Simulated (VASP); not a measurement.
Input of a VASP 6.6.1 run:

Contents of INCAR:

```
PREC = Accurate
ENCUT = 520
EDIFF = 1E-6
ISMEAR = -1
SIGMA = 0.0862
LREAL = Auto
LASPH = T
NELM = 80
ALGO = Normal
ISIF = 2
LWAVE = F
LCHARG = F
GGA = PE
NBANDS = 166
ISYM = 0
```

KPOINTS

```
Automatic mesh
0
Gamma
  1 1 1
  0.25 0.25 0.25
```

Contents of POSCAR:

```
Ga2Ag
1.0
    7.7150060000      0.0517530000      0.0629260000
    0.0517530000      7.5648100000      0.4256210000
    0.0629260000      0.4256210000      7.8264860000
Ga Ag
16 8
Direct
    0.5995549575      0.2907307453      0.3311781679
    0.0546796739      0.3840863025      0.6688867815
    0.4253018503      0.8035102988      0.9187554413
    0.3112720632      0.4651635633      0.4575144596
    0.9792894054      1.0457167039      0.6967928194
    0.1937004868      0.1616037687      0.9189222654
    0.1127291705      0.8256046812      0.9654396257
    0.9295344264      0.7401924105      0.6121499077
    0.3245165605      0.0287297767      0.5582102203
    0.9337259303      0.5568941876      0.3631074663
    0.8225780795      0.9485768237      1.0142466537
    0.2031849386      0.2275857382      0.2932132141
    0.9019451767      0.3137599009      0.1524891752
    0.5802513052      0.6904548715      0.5325872957
    0.4985998284      0.2969080607      0.9340725584
    0.4635571220      0.0208843625      0.1450146824
    0.6207411788      0.7141730050      0.2101275351
    0.2400847159      0.6258866345      0.7088241050
    0.7234931140      0.3027395892      0.6519499486
    0.7012240366      0.5684457935      0.8917232215
    0.2017988557      0.4971613334      0.0529515163
    0.1831638760      0.7565037581      0.3041709068
    0.6378235734      0.9341711087      0.7157160279
    0.8223959247     -0.0400788430      0.3599737240
```

Potentials or basis: VASP PAW PBE potentials, release 64 (Ga_d, Ag).

The run is started by

```console
$ cat potpaw_PBE.64/Ga_d/POTCAR potpaw_PBE.64/Ag/POTCAR > POTCAR
$ mpirun -np 1 vasp_std > vasp.out
```

Question: Estimate the pressure.

Answer: 5.5 GPa.

Question: What does it give for the largest force?

Answer: 1.779 eV/Å.

Forces in eV/Å, atoms in the order of the input:
```
Ga  -0.057  0.065 -0.043
Ga  -1.271 -0.949  0.066
Ga  -0.228 -0.693  0.259
Ga   1.372 -0.117 -0.828
Ga   0.221  0.157 -0.080
Ga  -0.210  0.175  0.459
Ga  -0.098 -0.072 -0.072
Ga  -0.173 -0.265  0.564
Ga   0.081 -0.305  0.345
Ga  -0.834 -0.788 -0.570
Ga  -0.566  1.043  0.477
Ga  -0.158 -0.956 -0.531
Ga  -0.307 -0.643 -0.214
Ga  -0.525 -0.730  0.411
Ga   0.626  0.011 -0.359
Ga  -0.198  0.426  0.806
Ag  -0.094 -0.801 -0.454
Ag   1.006  1.268  0.739
Ag  -0.371  0.138  0.214
Ag   0.141  0.024 -0.240
Ag   0.049 -0.096  0.207
Ag   0.730  1.182 -0.140
Ag   0.806  1.298 -0.477
Ag   0.058  0.626 -0.538
```

Caveat: the k points lie up to 0.83 Å⁻¹ apart, too coarse for converged energies, forces and pressures; the atoms stand as in a frame of molecular dynamics.
